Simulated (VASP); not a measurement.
Here is a VASP 6.6.1 calculation.

INCAR

```
PREC = Accurate
ENCUT = 520
EDIFF = 1E-6
ISMEAR = 0
SIGMA = 0.1
LREAL = False
LASPH = True
NELM = 80
ALGO = Normal
ISIF = 2
LWAVE = False
LCHARG = False
GGA = PE
NBANDS = 22
```

Contents of KPOINTS:

```
regular mesh
0
Gamma
  12 12 12
```

Contents of POSCAR:

```
Ag2I
1.0
    0.0000000000      3.5260706506      3.5260706506
    3.5260706506      0.0000000000      3.5260706506
    3.5260706506      3.5260706506      0.0000000000
Ag I
2 1
Direct
    0.2500000000      0.2500000000      0.2500000000
    0.7500000000      0.7500000000      0.7500000000
    0.0000000000      0.0000000000      0.0000000000
```

Potentials or basis: VASP PAW PBE potentials, release 64 (Ag, I).

Command:

```sh
$ cat potpaw_PBE.64/Ag/POTCAR potpaw_PBE.64/I/POTCAR > POTCAR
$ mpirun -np 1 vasp_std > vasp.out
```

**Question.** Estimate the pressure.

**Answer.** 0.0 GPa.

Caveat: an odd number of electrons without spin polarisation forces a metal; a magnetic or distorted state may lie lower.
